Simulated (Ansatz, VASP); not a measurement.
## Two plane-wave programs on Ir

The input INCAR:

```
ALGO     = Normal         # electronic algorithm
EDIFF    = 1E-7           # SCF threshold, eV
ENCUT    = 520            # plane-wave cutoff, eV
GGA      = PE             # functional
ISIF     = 2              # what is computed and relaxed
ISMEAR   = 0              # smearing method
LASPH    = T              # aspherical terms in the spheres
LCHARG   = F              # write CHGCAR
LREAL    = F              # projectors in reciprocal space
LWAVE    = F              # write WAVECAR
NBANDS   = 46             # bands
NELM     = 80             # most SCF steps
PREC     = Accurate       # precision mode
SIGMA    = 0.1            # smearing width, eV
```

File KPOINTS:

```
k-points
0
Gamma
  4 4 4
```

File POSCAR:

```
Ir
1.0
    4.8773957365      0.0000000000      0.0000000000
    0.0000000000      4.8773957365      0.0000000000
    0.0000000000      0.0000000000      4.8773957365
Ir
8
Direct
    0.5000000000      0.5000000000      0.5000000000
    0.0000000000      0.0000000000      0.0000000000
    0.2500000000      0.0000000000      0.5000000000
    0.5000000000      0.2500000000      0.0000000000
    0.5000000000      0.7500000000      0.0000000000
    0.7500000000      0.0000000000      0.5000000000
    0.0000000000      0.5000000000      0.7500000000
    0.0000000000      0.5000000000      0.2500000000
```

Input for Ansatz:

```yaml
crystal:
  lattice:
    - [4.8773957365, 0.0, 0.0]
    - [0.0, 4.8773957365, 0.0]
    - [0.0, 0.0, 4.8773957365]
  atoms:
    - { symbol: Ir, position: [0.5, 0.5, 0.5] }
    - { symbol: Ir, position: [0.0, 0.0, 0.0] }
    - { symbol: Ir, position: [0.25, 0.0, 0.5] }
    - { symbol: Ir, position: [0.5, 0.25, 0.0] }
    - { symbol: Ir, position: [0.5, 0.75, 0.0] }
    - { symbol: Ir, position: [0.75, 0.0, 0.5] }
    - { symbol: Ir, position: [0.0, 0.5, 0.75] }
    - { symbol: Ir, position: [0.0, 0.5, 0.25] }
basis:
  ecutwfc: 420
kpoints:
  mp_grid: { grid: [4, 4, 4] }
hamiltonian:
  xc: pbe
scf:
  occupations: { method: gaussian, width: 0.1 }
  lower_state_search: "off"
output:
  forces: true
  stress: true
  eigenvalues: true
```

Alike in both runs: task single point; functional PBE; k mesh 4 × 4 × 4; occupations gaussian, width 0.1 eV; no spin polarisation.

|  | VASP | Ansatz |
| --- | --- | --- |
| version | VASP 6.6.1 | Ansatz 0.2.0 |
| potentials or method | VASP PAW PBE potentials, release 64 (Ir), cutoff 520 eV | scalar-relativistic, plane waves, PAW |
| valence electrons in the cell | 72 | 136 |

```csv
,VASP,Ansatz,Ansatz less VASP
gap on the k mesh at the Fermi level (eV),none,none,-
pressure (GPa),15.0,14.3,-0.64
```

A gap of «none» marks a metal or a gap that the smearing closes. With one functional, cell and mesh, what is left measures potentials, basis and numerics. VASP's potentials hold 72 valence electrons a cell and Ansatz's 136, so a difference there can come from the potentials and not from the codes.

Neither program's run includes spin-orbit coupling.
